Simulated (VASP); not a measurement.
# In8O11 (P1) in VASP: settings compared

The runs below take In8O11 through single point, with PBE, HSE06.

Everything below comes from runs of VASP 6.6.1. Logs are shortened: lines on timing, memory, paths and dates and some standing lists are left out, and cuts for length are marked.

## 1. The cell of the first run

The typed cell holds 19 atoms: a = 11.564 Å, b = 5.782 Å, c = 5.782 Å, α = 56.65°, β = 56.65°, γ = 56.65°.

## 2. Single point, PBE

INCAR

```
SYSTEM = In8O11
ALGO = Normal
EDIFF = 1E-6
ENCUT = 520
GGA = PE
ISIF = 2
ISMEAR = 0
LASPH = .TRUE.
LCHARG = .FALSE.
LREAL = Auto
LWAVE = .FALSE.
NBANDS = 100
NELM = 80
PREC = Accurate
SIGMA = 0.01
```

KPOINTS

```
k-points
0
G
  1 1 1
  0 0 0
```

POSCAR

```
In8O11
1.0
    5.4870000000      3.1679210000      9.6733330000
   -2.7435000000      1.5839600000      4.8366670000
    0.0000000000     -3.1679210000      4.8366670000
In O
8 11
Direct
    0.1835010000      0.3487410000      0.3546030000
    0.0695980000      0.1434730000      0.1370540000
    0.3227060000      0.6350350000      0.6429720000
    0.4288610000      0.8570000000      0.8649240000
    0.6760880000      0.3564070000      0.3572340000
    0.5741190000      0.1480510000      0.1425780000
    0.8239520000      0.6405570000      0.6438840000
    0.9301620000      0.8541660000      0.8550930000
    0.2700220000      0.9401820000      0.2466020000
    0.1242900000      0.5432940000      0.9514680000
    0.2284950000      0.0517390000      0.7505110000
    0.5267400000      0.7510720000      0.4572310000
    0.3747780000      0.4559860000      0.0387680000
    0.7787570000      0.9430530000      0.2510770000
    0.4779670000      0.2449780000      0.5573820000
    0.6217560000      0.5496620000      0.9491770000
    0.7280980000      0.0451720000      0.7403640000
    0.0217670000      0.7487110000      0.4575360000
    0.8791550000      0.4483060000      0.0442860000
```

Potentials or basis: VASP PAW PBE potentials, release 64 (In_d, O).

Launch:

```
cat potpaw_PBE.64/In_d/POTCAR potpaw_PBE.64/O/POTCAR > POTCAR
mpirun -np 1 vasp_gam > vasp.out
```

OUTCAR:

```text
SYSTEM = In8O11
   EDIFF = 1E-6
   ENCUT = 520
   GGA = PE
   ISIF = 2
   ISMEAR = 0
   LASPH = .TRUE.
   LREAL = Auto
   NELM = 80
   PREC = Accurate

 ion  position               nearest neighbor table
   1  0.184  0.349  0.355-  13 2.11  11 2.11  18 2.18  10 2.28   9 2.30   2 3.15   3 3.23   3 3.24
                             7 3.27   2 3.59   6 3.60   2 3.64   4 3.91   4 3.99   8 3.99   4 3.99
   2  0.070  0.143  0.137-  19 2.06  11 2.09  18 2.14   9 2.23  10 2.24   1 3.15   8 3.22   4 3.25
                             8 3.26   1 3.59   5 3.61   1 3.64   7 3.92   7 3.96   3 3.98   3 3.99
   3  0.323  0.635  0.643-  15 2.09  10 2.13   9 2.16  13 2.21  12 2.31  11 2.32   4 3.17   5 3.21
                             1 3.23   1 3.24   4 3.56   4 3.56   8 3.60   6 3.93   2 3.98   2 3.99
   4  0.429  0.857  0.865-   9 2.05  16 2.06  15 2.10  11 2.25  12 2.26  13 2.26   3 3.17   6 3.22
                             2 3.25   6 3.28   3 3.56   3 3.56   7 3.62   1 3.91   5 3.93   5 3.96
   5  0.676  0.356  0.357-  17 2.10  12 2.13  19 2.17  15 2.21  16 2.27  14 2.28   6 3.03   3 3.21
                             7 3.24   7 3.25   2 3.61   6 3.62   6 3.65   4 3.93   4 3.96   8 4.00
   6  0.574  0.148  0.143-  12 2.14  13 2.16  17 2.18  16 2.20  14 2.26  15 2.27   5 3.03   4 3.22
                             8 3.24   4 3.28   1 3.60   5 3.62   5 3.65   3 3.93   7 3.95   7 3.99
   7  0.824  0.641  0.644-  14 2.10  16 2.16  18 2.22  17 2.22  19 2.24   8 3.08   5 3.24   5 3.25
                             1 3.27   8 3.62   4 3.62   8 3.63   2 3.92   6 3.95   2 3.96   6 3.99
   8  0.930  0.854  0.855-  10 2.10  14 2.11  18 2.22  19 2.25  17 2.28   7 3.08   2 3.22   6 3.24
                             2 3.26   3 3.60   7 3.62   7 3.63   1 3.99   5 4.00   1 4.01   1 4.01
   9  0.270  0.940  0.247-   4 2.05   3 2.16   2 2.23   1 2.30
  10  0.124  0.543  0.951-   8 2.10   3 2.13   2 2.24   1 2.28
  11  0.228  0.052  0.751-   2 2.09   1 2.11   4 2.25   3 2.32
  12  0.527  0.751  0.457-   5 2.13   6 2.14   4 2.26   3 2.31
  13  0.375  0.456  0.039-   1 2.11   6 2.16   3 2.21   4 2.26
  14  0.779  0.943  0.251-   7 2.10   8 2.11   6 2.26   5 2.28
  15  0.478  0.245  0.557-   3 2.09   4 2.10   5 2.21   6 2.27
  16  0.622  0.550  0.949-   4 2.06   7 2.16   6 2.20   5 2.27
  17  0.728  0.045  0.740-   5 2.10   6 2.18   7 2.22   8 2.28
  18  0.022  0.749  0.458-   2 2.14   1 2.18   7 2.22   8 2.22
  19  0.879  0.448  0.044-   2 2.06   5 2.17   7 2.24   8 2.25

  LATTYP: Found a base centered monoclinic cell.
 ALAT       =    10.1788562901
 B/A-ratio  =     0.5390585647
 C/A-ratio  =     0.9336769098
 COS(beta)  =    -0.3112257530

  Lattice vectors:

 A1 = (  -2.7435000000,   1.5839600000,   4.8366670000)
 A2 = (   0.0000000000,  -3.1679210000,   4.8366670000)
 A3 = (   8.2305000000,   4.7518820000,  -0.0000010000)

Analysis of symmetry for initial positions (statically):
=====================================================================
 Subroutine PRICEL returns:
 Original cell was already a primitive cell.

 Routine SETGRP: Setting up the symmetry group for a
 base centered monoclinic supercell.

 Subroutine GETGRP returns: Found  1 space group operations
 (whereof  1 operations were pure point group operations)
 out of a pool of  4 trial point group operations.

The static configuration has the point symmetry C_1 .

Analysis of symmetry for dynamics (positions and initial velocities):
=====================================================================
 Subroutine PRICEL returns:
 Original cell was already a primitive cell.

 Routine SETGRP: Setting up the symmetry group for a
 base centered monoclinic supercell.

 Subroutine GETGRP returns: Found  1 space group operations
 (whereof  1 operations were pure point group operations)
 out of a pool of  4 trial point group operations.

The dynamic configuration has the point symmetry C_1 .

 Subroutine INISYM returns: Found  1 space group operations
 (whereof  1 operations are pure point group operations),
 and found     1 'primitive' translations

----------------------------------------------------------------------------------------

                                     Primitive cell

  volume of cell :     252.2184

  direct lattice vectors                    reciprocal lattice vectors
     5.487000000  3.167921000  9.673333000     0.091124474  0.052610744  0.034458994
    -2.743500000  1.583960000  4.836667000    -0.182248955  0.105221488  0.068917989
     0.000000000 -3.167921000  4.836667000     0.000000025 -0.210442966  0.068917978

  length of vectors
    11.563574871  5.781787717  5.781787884     0.110720290  0.221440585  0.221440578

  position of ions in fractional coordinates (direct lattice)
     0.183501000  0.348741000  0.354603000
     0.069598000  0.143473000  0.137054000
     0.322706000  0.635035000  0.642972000
     0.428861000  0.857000000  0.864924000
     0.676088000  0.356407000  0.357234000
     0.574119000  0.148051000  0.142578000
[... 11 lines left out ...]
     0.021767000  0.748711000  0.457536000
     0.879155000  0.448306000  0.044286000

  ion indices of the primitive-cell ions
   primitive index   ion index
                 1           1
                 2           2
                 3           3
                 4           4
                 5           5
                 6           6
[... 11 lines left out ...]
                18          18
                19          19

----------------------------------------------------------------------------------------

 KPOINTS: k-points

Automatic generation of k-mesh.
 Grid dimensions read from file:
 generate k-points for:    1    1    1

 Generating k-lattice:

  Cartesian coordinates                     Fractional coordinates (reciprocal lattice)
     0.091124474  0.052610744  0.034458994     1.000000000  0.000000000 -0.000000000
    -0.182248955  0.105221488  0.068917989     0.000000000  1.000000000 -0.000000000
     0.000000025 -0.210442966  0.068917978    -0.000000000  0.000000000  1.000000000

  Length of vectors
     0.110720290  0.221440585  0.221440578

  Shift w.r.t. Gamma in fractional coordinates (k-lattice)
     0.000000000  0.000000000  0.000000000

 Subroutine IBZKPT returns following result:
 ===========================================

 Found      1 irreducible k-points:

 Following reciprocal coordinates:
            Coordinates               Weight
  0.000000  0.000000  0.000000      1.000000
   k-points           NKPTS =      1   k-points in BZ     NKDIM =      1   number of bands    NBANDS=    100
   number of dos      NEDOS =    301   number of ions     NIONS =     19
   total plane-waves  NPLWV = 207360
   dimension x,y,z NGX =    90 NGY =   48 NGZ =   48
   dimension x,y,z NGXF=   180 NGYF=   96 NGZF=   96
   ions per type =               8  11
   NGX,Y,Z   is equivalent  to a cutoff of  12.94, 13.80, 13.80 a.u.
   NGXF,Y,Z  is equivalent  to a cutoff of  25.88, 27.60, 27.60 a.u.
 SYSTEM =  In8O11
   PREC   = accura    normal or accurate (medium, high low for compatibility)
   ISTART =      0    job   : 0-new  1-cont  2-samecut
   ICHARG =      2    charge: 1-file 2-atom 10-const
   ISPIN  =      1    spin polarized calculation?
   LNONCOLLINEAR =      F non collinear calculations
   LSORBIT =      F    spin-orbit coupling
   LASPH  =      T    aspherical Exc in radial PAW
   ENCUT  =  520.0 eV  38.22 Ry    6.18 a.u.  21.50 10.75 10.75*2*pi/ulx,y,z
   NELM   =     80;   NELMIN=  2; NELMDL= -5     # of ELM steps
   EDIFF  = 0.1E-05   stopping-criterion for ELM
   LREAL  =      T    real-space projection
   EDIFFG = 0.1E-04   stopping-criterion for IOM
   NSW    =      0    number of steps for IOM
   IBRION =     -1    ionic relax: 0-MD 1-quasi-New 2-CG
   NFREE  =      0    steps in history (QN), initial steepest desc. (CG)
   ISIF   =      2    stress and relaxation
   ISYM   =      2    0-nonsym 1-usesym 2-fastsym
   POTIM  = 0.5000    time-step for ionic-motion
   TEBEG  =    0.0;   TEEND  =   0.0 temperature during run
   PSTRESS=    0.0 pullay stress
   NELECT =     170.0000    total number of electrons
   NUPDOWN=      -1.0000    fix difference up-down
   EMIN   =  10.00;   EMAX   =-10.00  energy-range for DOS
   EFERMI =   0.00;   METHOD = LEGACY
   ISMEAR =     0;   SIGMA  =   0.01  broadening in eV -4-tet -1-fermi 0-gaus
   EFERMI_NEDOS =   21; number of points for ismear=-14 and -15
   IALGO  =     38    algorithm
   IMIX   =      4    mixing-type and parameters
     AMIX     =   0.40;   BMIX     =  1.00
     AMIX_MAG =   1.60;   BMIX_MAG =  1.00
  volume/ion in A,a.u.               =      13.27        89.58
  Fermi-wavevector in a.u.,A,eV,Ry     =   1.435376  2.712467 28.032127  2.060303
  Thomas-Fermi vector in A             =   2.554681
   LORBIT       =      0    0 simple, 1 ext, 2 COOP (PROOUT), +10 PAW based schemes
   GGA     = PE    functional components
   LHFCALC =     F    Hartree Fock is set to
   AEXX    =    0.0000 exact exchange contribution
   IVDW    =     0    specifies the selected vdW correction
   LEPSILON=     F    determine dielectric tensor
   LRPA    =     F    only Hartree local field effects (RPA)
 non-spin polarized calculation
 Gauss-broadening in eV      SIGMA  =   0.01
  energy-cutoff  :      520.00
  volume of cell :      252.22
 maximum number of plane-waves:      3373
 NGX is ok and might be reduce to    90
   NGX = 43   NGY = 21   NGZ = 21

 number of electron     170.0000007 magnetization

 Free energy of the ion-electron system (eV)
  ---------------------------------------------------
  ext. energy  EPLUGINS =         0.00000000
  ---------------------------------------------------
  free energy    TOTEN  =      -101.97070951 eV

  energy without entropy =     -101.97070951  energy(sigma->0) =     -101.97070951

 E-fermi :   5.7054     XC(G=0): -11.0882

 val. band max:        5.6379223193   @ k =   0.0000   0.0000   0.0000
 cond. band min:       8.7289240636   @ k =   0.0000   0.0000   0.0000
 fundamental gap:      3.0910017442
 Fermi energy:         5.7053792365

 k-point     1 :       0.0000    0.0000    0.0000
  band No.  band energies     occupation
      1     -12.1720      2.00000
      2     -11.6604      2.00000
      3     -11.6454      2.00000
      4     -11.5162      2.00000
      5     -11.3689      2.00000
      6     -11.2738      2.00000
[... 89 lines left out ...]
     96      14.0019      0.00000
     97      14.2936      0.00000
 [bands above 97 left out]

------------------------ aborting loop because EDIFF is reached ----------------------------------------

  FORCE on cell =-STRESS in cart. coord.  units (eV):
  Direction    XX          YY          ZZ          XY          YZ          ZX
  --------------------------------------------------------------------------------------
  -------------------------------------------------------------------------------------
  Total       19.3486144     15.6669776     12.9685071      2.5249199     -1.8860396      1.5352387
  in kB      122.9090169     99.5220004     82.3803930     16.0391551    -11.9807688      9.7523613
  external PRESSURE =     101.6038034 kB  Pullay stress =       0.0000000 kB

 VOLUME and BASIS-vectors are now :
 -----------------------------------------------------------------------------
  energy-cutoff  :      520.00
  volume of cell :      252.22
      direct lattice vectors                 reciprocal lattice vectors
     5.487000000  3.167921000  9.673333000     0.091124474  0.052610744  0.034458994
    -2.743500000  1.583960000  4.836667000    -0.182248955  0.105221488  0.068917989
     0.000000000 -3.167921000  4.836667000     0.000000025 -0.210442966  0.068917978

 POSITION                                       TOTAL-FORCE (eV/Angst)
 -----------------------------------------------------------------------------------
      0.05010      0.01035      5.17691         0.203442      0.356635      0.422701
     -0.01173      0.01356      2.03006         0.905893      0.098193     -0.104719
      0.02847     -0.00871      9.30294        -0.232172      0.435277      0.238735
      0.00198     -0.02396     12.47689        -0.028471      0.825622     -0.493893
      2.73189      1.57464      9.99167        -0.316435      0.147138      0.724162
      2.74401      1.60159      6.95932         0.087472     -0.373124     -1.148800
[... 11 lines left out ...]
     -1.93465     -0.19455      6.04477         0.085616      0.161011     -0.075492
      3.59400      3.35490     10.88686        -0.509563      0.285804     -0.295535
 -----------------------------------------------------------------------------------
    total drift:                               -0.012076      0.003238     -0.005182

  FREE ENERGIE OF THE ION-ELECTRON SYSTEM (eV)
  ---------------------------------------------------
  free  energy   TOTEN  =      -101.9707095061 eV

  energy  without entropy=     -101.9707095061  energy(sigma->0) =     -101.97070951
```

It took 91 s on 1 thread of Intel Xeon 8259CL, shared host; peak memory 0.44 GiB.

Results:

| Quantity | Value |
| --- | --- |
| Free energy | -101.9707 eV |
| Pressure | 10.2 GPa |
| Largest force | 1.957 eV/Å |

Forces in eV/Å, atoms in the order of the input:
```
In   0.203  0.357  0.423
In   0.906  0.098 -0.105
In  -0.232  0.435  0.239
In  -0.028  0.826 -0.494
In  -0.316  0.147  0.724
In   0.087 -0.373 -1.149
In   0.012 -0.355 -0.745
In  -0.600  0.188  0.239
O   -0.342 -1.521  1.183
O   -0.127 -1.165  0.232
O   -0.628  0.468 -0.910
O   -0.089  0.688 -0.262
O   -0.048  0.041  0.050
O    0.411  0.312 -0.095
O    0.097 -0.050 -0.296
O    1.367 -0.354  0.664
O   -0.249 -0.188  0.672
O    0.086  0.161 -0.075
O   -0.510  0.286 -0.296
```

Caveat: the k points lie up to 1.32 Å⁻¹ apart; spin-orbit coupling is left out, which moves the levels of the heavy elements; forces of over 1 eV/Å act on the atoms, so gaps and moduli don't describe the material at rest.

## 3. Single point, PBE

INCAR

```
SYSTEM = In8O11
  PREC = Accurate
  ENCUT = 520
  EDIFF = 1E-6
  ISMEAR = -1
  SIGMA = 0.01
  LREAL = Auto
  LASPH = .TRUE.
  NELM = 100
  ALGO = Normal
  ISIF = 2
  LWAVE = .FALSE.
  LCHARG = .FALSE.
  GGA = PE
  NBANDS = 100
```

KPOINTS

```
Automatic mesh
0
G
  1 1 1
  0 0 0
```

POSCAR is that of step 2.

Potentials or basis: VASP PAW PBE potentials, release 64 (In_d, O).

Launch:

```
cat potpaw_PBE.64/In_d/POTCAR potpaw_PBE.64/O/POTCAR > POTCAR
mpirun -np 1 vasp_gam > vasp.out
```

It took 1.9 min on 1 thread of Intel Xeon 8259CL, shared host; peak memory 0.44 GiB.

The run converged. Its results:

* Free energy: -101.9707 eV
* Pressure: 10.2 GPa
* Largest force: 1.957 eV/Å

Forces in eV/Å, atoms in the order of the input:
```
In   0.203  0.357  0.423
In   0.906  0.098 -0.105
In  -0.232  0.435  0.239
In  -0.028  0.826 -0.494
In  -0.316  0.147  0.724
In   0.087 -0.373 -1.149
In   0.012 -0.355 -0.745
In  -0.600  0.188  0.239
O   -0.342 -1.521  1.183
O   -0.127 -1.165  0.232
O   -0.628  0.468 -0.910
O   -0.089  0.688 -0.262
O   -0.048  0.041  0.050
O    0.411  0.312 -0.095
O    0.097 -0.050 -0.296
O    1.367 -0.354  0.664
O   -0.249 -0.188  0.672
O    0.086  0.161 -0.075
O   -0.510  0.286 -0.296
```

Stress tensor (GPa, compression positive):
```
12.29  1.60  0.98
 1.60  9.95 -1.20
 0.98 -1.20  8.24
```

Levels at points of the mesh, in eV from the Fermi level:
| k point | band 83 | band 84 | band 85 | band 86 | band 87 | band 88 |
| --- | --- | --- | --- | --- | --- | --- |
| (0.00, 0.00, 0.00) | -0.53 | -0.43 | -0.32 | 2.77 | 3.33 | 4.17 |

Caveat: the k points lie up to 1.32 Å⁻¹ apart; spin-orbit coupling is left out, which moves the levels of the heavy elements; forces of over 1 eV/Å act on the atoms, so gaps and moduli don't describe the material at rest.

[end of part 1 of 2]
